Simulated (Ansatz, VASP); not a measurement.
## One calculation of GaO, two programs

```
Ga O
1.0
     2.83478    0.00000    0.00000
     0.00000    2.83478    0.00000
     0.00000    0.00000    2.83101
Ga O
1 1
Cartesian
  0.0000 0.0000 0.0000
  1.4174 1.4174 1.4155
```

Change from the starting cell: species swapped into the CdPt type (P4/mmm, No. 123).

Alike in both runs: functional PBE; k mesh 20 × 20 × 16; occupations gaussian, width 0.1 eV; no spin polarisation.

Ansatz relaxed the structure, and its values are those at the end. VASP's run is a single point on that final structure, the one shown.

```csv
,VASP,Ansatz
version,VASP 6.6.1,Ansatz 0.2.0
potentials or method,"VASP PAW PBE potentials, release 64 (Ga_d, O), cutoff 520 eV","scalar-relativistic, plane waves, PAW"
valence electrons in the cell,19,19
```

|  | VASP | Ansatz | Ansatz less VASP |
| --- | --- | --- | --- |
| gap on the k mesh at the Fermi level (eV) | none | none | - |
| pressure (GPa) | 0.3 | 0.0 | -0.22 |

A gap of «none» marks a metal or a gap that the smearing closes. With one functional, cell and mesh, what is left measures potentials, basis and numerics.
